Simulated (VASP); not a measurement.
**BaTiO3: single point with r2SCAN**

Crystal: BaTiO3.

```
Ba Ti O
1.0
     3.96379    0.00000    0.00000
     0.00000    2.85828    2.87352
     0.00000   -2.85828    2.87352
Ba Ti O
1 1 3
Direct
  0.00000 0.00841 0.00841
  0.50000 0.52395 0.52395
  0.00000 0.49033 0.49033
  0.50000 0.49406 0.98014
  0.50000 0.98014 0.49406
```

```yaml
Program: VASP 6.6.1
Task: single point
Functional: r2SCAN
Potentials_or_basis: VASP PAW PBE potentials, release 64 (Ba_sv, Ti_sv, O)
Cutoff: 520 eV
k_mesh: 8 × 8 × 8
Occupations: gaussian, width 0.02 eV
Spin: no spin polarisation
Dipole_correction: no
Further_INCAR_settings: ALGO = Normal; EDIFF = 1e-07; NBANDS = 28
```

```yaml
Pressure: 1.9 GPa
Largest_force: 0.175 eV/Å
Band_gap_on_the_k_mesh: 2.64 eV (least direct gap 3.12 eV)
```

Forces on the atoms (eV/Å):
```
Ba   0.000  0.000 -0.033
Ti   0.000  0.000 -0.175
O    0.000  0.000  0.019
O    0.000 -0.080  0.094
O    0.000  0.080  0.094
```

Stress tensor (GPa, compression positive):
```
1.83 0.00 0.00
0.00 1.99 0.00
0.00 0.00 1.94
```

Levels at points of the mesh, in eV from the valence-band top:
| k point | band 16 | band 17 | band 18 | band 19 | band 20 | band 21 | band 22 | band 23 | band 24 | band 25 |
| --- | --- | --- | --- | --- | --- | --- | --- | --- | --- | --- |
| (0.00, 0.00, 0.00) | -1.39 | -1.16 | -0.57 | -0.55 | -0.47 | 2.64 | 2.86 | 2.93 | 4.69 | 4.75 |
| (0.50, 0.00, 0.00) | -2.20 | -1.68 | -1.53 | -1.25 | -1.14 | 3.03 | 4.05 | 4.26 | 4.68 | 6.27 |
| (0.00, 0.50, 0.00) | -1.89 | -1.85 | -1.69 | -1.00 | -0.83 | 2.86 | 4.11 | 4.13 | 4.68 | 6.48 |
| (0.50, 0.50, 0.00) | -2.65 | -1.77 | -0.98 | -0.94 | -0.08 | 4.16 | 4.18 | 4.53 | 5.18 | 8.13 |
| (0.00, 0.50, 0.50) | -2.68 | -1.67 | -0.96 | -0.88 | -0.29 | 4.11 | 4.16 | 4.44 | 5.49 | 8.01 |
| (0.50, 0.50, 0.50) | -2.45 | -2.43 | -0.21 | -0.03 | 0.00 | 4.64 | 4.68 | 4.82 | 7.03 | 7.22 |

Wall time 13 min on 1 thread of Intel Xeon 8259CL, on a shared host, peak memory 0.31 GiB.

Caveat: the PAW data sets were made with another functional, which shifts forces and pressure a little; spin-orbit coupling is left out, which moves the levels of the heavy elements. A k mesh can miss the band edges.
